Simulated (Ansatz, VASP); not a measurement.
## Two plane-wave programs on LiCl

The input INCAR:

```
SYSTEM = LiCl
PREC = Accurate
ENCUT = 520
EDIFF = 1E-6
ISMEAR = 0
SIGMA = 0.05
LREAL = .FALSE.
LASPH = .TRUE.
NELM = 100
ALGO = Normal
ISIF = 2
LWAVE = .FALSE.
LCHARG = .FALSE.
GGA = PE
NBANDS = 12
```

Contents of KPOINTS:

```
Automatic mesh
0
G
  8 8 8
  0 0 0
```

POSCAR

```
LiCl
1.0
    0.0000000000      2.4365220000      2.6929980000
    2.4365220000      0.0000000000      2.6929980000
    2.4365220000      2.4365220000      0.0000000000
Li Cl
1 1
Direct
    0.0000000000      0.0000000000      0.0000000000
    0.5000000000      0.5000000000      0.5000000000
```

Input for Ansatz:

```yaml
crystal:
  lattice:
    - [0.0, 2.436522, 2.692998]
    - [2.436522, 0.0, 2.692998]
    - [2.436522, 2.436522, 0.0]
  atoms:
    - { symbol: Li, position: [0.0, 0.0, 0.0] }
    - { symbol: Cl, position: [0.5, 0.5, 0.5] }
basis:
  ecutwfc: 420
kpoints:
  mp_grid: { grid: [8, 8, 8] }
hamiltonian:
  xc: pbe
scf:
  occupations: { method: gaussian, width: 0.05 }
output:
  forces: true
  stress: true
  eigenvalues: true
```

Change from the starting cell: strain -0.050 along x and y, +0.050 along z, atoms carried along.

Alike in both runs: task single point; functional PBE; k mesh 8 × 8 × 8; occupations gaussian, width 0.05 eV; no spin polarisation.

|  | VASP | Ansatz |
| --- | --- | --- |
| version | VASP 6.6.1 | Ansatz 0.2.0 |
| potentials or method | VASP PAW PBE potentials, release 64 (Li_sv, Cl), cutoff 520 eV | scalar-relativistic, plane waves, PAW |
| valence electrons in the cell | 10 | 10 |

```csv
,VASP,Ansatz,Ansatz less VASP
gap on the k mesh at the Fermi level (eV),6.54,6.53,-0.013
least direct gap on the mesh (eV),6.54,6.53,-0.013
```

The functional is the same, so the differences come from potentials, cutoffs and numerics.

Noted on VASP's run: the cutoff is under 1.25 times that of the potentials, so the pressure is a little rough.
